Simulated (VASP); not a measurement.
Write the native input for VASP 6.6.1 that does the following.

```yaml
Task: single point
Functional: revPBE
Dispersion: D3(BJ)
Potentials_or_basis: VASP PAW PBE potentials, release 64 (Cu)
Cutoff: 520 eV
k_mesh: 13 × 13 × 13
Occupations: gaussian, width 0.05 eV
Spin: no spin polarisation
Hubbard_terms: Cu d U = 1.0 eV
Dipole_correction: no
Further_INCAR_settings: ALGO = Normal; EDIFF = 1e-06; NBANDS = 12
```

The structure of Cu lies in POSCAR:

```
Cu
1.0
   -1.4523485211      1.4523485211      1.3851948378
    1.4523485211     -1.4523485211      1.3851948378
    1.4523485211      1.4523485211     -1.3851948378
Cu
1
Direct
    0.0000000000      0.0000000000      0.0000000000
```

These files were run (other wordings do the same):

INCAR

```
PREC = Accurate ; ENCUT = 520
EDIFF = 1E-6 ; ISMEAR = 0
SIGMA = 0.05 ; LREAL = False
LASPH = True ; NELM = 150
ALGO = Normal ; ISIF = 2
LWAVE = False ; LCHARG = False
LMAXMIX = 4 ; LDAU = True
LDAUTYPE = 2 ; LDAUL = 2
LDAUU = 1 ; LDAUJ = 0
LDAUPRINT = 1 ; GGA = RE
IVDW = 12 ; NBANDS = 12
```

KPOINTS

```
regular mesh
0
Gamma
  13 13 13
```

Potentials or basis: VASP PAW PBE potentials, release 64 (Cu).

Command:

```bash
$ cat potpaw_PBE.64/Cu/POTCAR > POTCAR
$ mpirun -np 1 vasp_std > vasp.out
```

It gave:

* Pressure: -8.7 GPa
* Band gap on the k mesh: zero (an odd number of electrons rules out a gap without spin polarisation)
* Dispersion energy per atom: -1.137 eV

Caveat: three body term missing; the cell stands under tension; the dispersion term is far too large for a dense solid, which distorts pressure and volume; the PAW data sets were made with another functional, which shifts forces and pressure a little; U without spin polarisation on a metal has little footing; the U is typed as a test and isn't derived for this compound.

Run time: 37 s on 1 thread of Intel Xeon 8259CL, with other jobs on the host, peak memory 0.15 GiB.
